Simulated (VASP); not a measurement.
Set up this calculation in VASP 6.6.1, as the native input.

```yaml
Task: single point
Functional: PBE
Potentials_or_basis: VASP PAW PBE potentials, release 64 (Zr_sv, B)
Cutoff: 520 eV
k_mesh: 3 × 2 × 3
Occupations: gaussian, width 0.1 eV
Spin: no spin polarisation
Dipole_correction: no
Further_INCAR_settings: ALGO = Normal; EDIFF = 1e-07; NBANDS = 86
```

The structure of Zr12B (a cell with a defect) lies in POSCAR:

```
Zr12B
1.0
    6.4600000000      0.0000000000      0.0000000000
   -4.8450000000      8.3917860000      0.0000000000
    0.0000000000      0.0000000000      5.1453900000
Zr B
12 1
Direct
    0.1841353040      0.0299073403      0.0099978816
    0.0742306943      0.1995538256      0.5015233053
   -0.0621448194      0.3553173305      0.0070233743
    0.0745834838      0.5214776688      0.5093779092
   -0.0873901012      0.6662976153      0.0008619366
    0.3119148438      0.8567661282      0.4857394678
    0.7078251806      0.0323285174      0.0032870200
    0.5813778439      0.2091155566      0.5009620262
    0.4304537826      0.3509959620     -0.0048903970
    0.5701859697      0.5219876913      0.4984026478
    0.4367924381      0.6686503922      0.0013614128
    0.8085285170      0.8521587657      0.4967421323
    0.3104042036      0.8503061208      0.9827991659
```

The input as run:

INCAR

```
PREC = Accurate
ENCUT = 520
EDIFF = 1E-7
ISMEAR = 0
SIGMA = 0.1
LREAL = False
LASPH = True
NELM = 60
ALGO = Normal
ISIF = 2
LWAVE = False
LCHARG = False
GGA = PE
NBANDS = 86
```

KPOINTS

```
regular mesh
0
Gamma
  3 2 3
```

Potentials or basis: VASP PAW PBE potentials, release 64 (Zr_sv, B).

The run is started by

```sh
$ cat potpaw_PBE.64/Zr_sv/POTCAR potpaw_PBE.64/B/POTCAR > POTCAR
$ mpirun -np 1 vasp_std > vasp.out
```

It gave:

```
Pressure               : 3.7 GPa
Largest force          : 0.081 eV/Å
Band gap on the k mesh : zero (an odd number of electrons rules out a gap without spin polarisation)
```

Caveat: the k points lie up to 0.41 Å⁻¹ apart, too coarse for converged energies and pressures of a metal.

Run time: 9.8 min on 1 thread of AMD EPYC 7R13 (shared host), peak memory 0.4 GiB.
